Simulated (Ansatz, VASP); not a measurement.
## Two plane-wave programs on Mg2Si3N

```
CELL_PARAMETERS angstrom
4.95000 0.00000 0.00000
-2.47500 4.28683 0.00000
0.00000 0.00000 8.08000
ATOMIC_POSITIONS crystal
Mg 0.33333 0.66667 0.06200
Mg 0.66667 0.33333 0.56200
Mg 0.33333 0.66667 0.43800
Mg 0.66667 0.33333 0.93800
Si 0.83000 0.66000 0.25000
Si 0.83000 0.17000 0.25000
Si 0.34000 0.17000 0.25000
Si 0.17000 0.83000 0.75000
Si 0.66000 0.83000 0.75000
Si 0.17000 0.34000 0.75000
N 0.00000 0.00000 0.00000
N 0.00000 0.00000 0.50000
```

Alike in both runs: task relaxation of cell and atoms; functional PBE; k mesh 4 × 4 × 2; occupations gaussian, width 0.2 eV; no spin polarisation.

|  | VASP | Ansatz |
| --- | --- | --- |
| version | VASP 6.6.1 | Ansatz 0.2.0 |
| potentials or method | VASP PAW PBE potentials, release 64 (Mg, Si, N), cutoff 600 eV | scalar-relativistic, plane waves, PAW |
| valence electrons in the cell | 42 | 74 |

Ansatz gave:

```
gap on the k mesh at the Fermi level, each at its own relaxed structure (eV) : none
relaxed volume (Å³/atom)                                                     : 14.99
relaxed cell length with the largest relative difference (Å)                 : 4.820
```

Q: Which values does VASP return?

A: gap on the k mesh at the Fermi level, each at its own relaxed structure (eV): none; relaxed volume (Å³/atom): 15.02; relaxed cell length with the largest relative difference (Å): 4.824.

A gap of «none» marks a metal or a gap that the smearing closes. VASP's potentials hold 42 valence electrons a cell and Ansatz's 74, so a difference there can come from the potentials and not from the codes.

The k mesh is coarse, so the values compare programs but aren't converged.
